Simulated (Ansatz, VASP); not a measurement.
One calculation of CsSnI3, two programs

```xyz
5
Lattice="4.2756 2.4685 3.6182 -4.2756 2.4685 3.6182 0.0000 -4.9370 3.6182" Properties=species:S:1:pos:R:3 pbc="T T T"
I    -2.1028    1.2140    7.2821
I     0.0000   -2.4281    7.2821
I     2.1028    1.2140    7.2821
Cs    0.0000    0.0000    0.1085
Sn    0.0000    0.0000    5.8553
```

Alike in both runs: task single point; functional r2SCAN; k mesh 6 × 6 × 6; occupations gaussian, width 0.2181 eV; no spin polarisation.

|  | VASP | Ansatz |
| --- | --- | --- |
| version | VASP 6.6.1 | Ansatz 0.2.0 |
| potentials or method | VASP PAW PBE potentials, release 64 (I, Cs_sv, Sn_d), cutoff 520 eV | PAW plane waves |
| valence electrons in the cell | 44 | 74 |

VASP gave:

| Item | Value |
| --- | --- |
| pressure (GPa) | 2.1 |
| traceless stress, the component that is largest in VASP (GPa) | -0.24 |
| rms of the force components (eV/Å) | 0.397 |

Problem. What did Ansatz give for the same quantities?

Solution. Pressure (GPa): 2.1; traceless stress, the component that is largest in VASP (GPa): -0.23; rms of the force components (eV/Å): 0.389.

VASP's potentials were made for PBE, not for r2SCAN. Atom by atom the forces differ by 0.008 eV/Å (rms over components). VASP's potentials hold 44 valence electrons a cell and Ansatz's 74, so a difference there can come from the potentials and not from the codes. Ansatz's warnings: structure snapped to symmetry.

Spin-orbit coupling is off throughout.
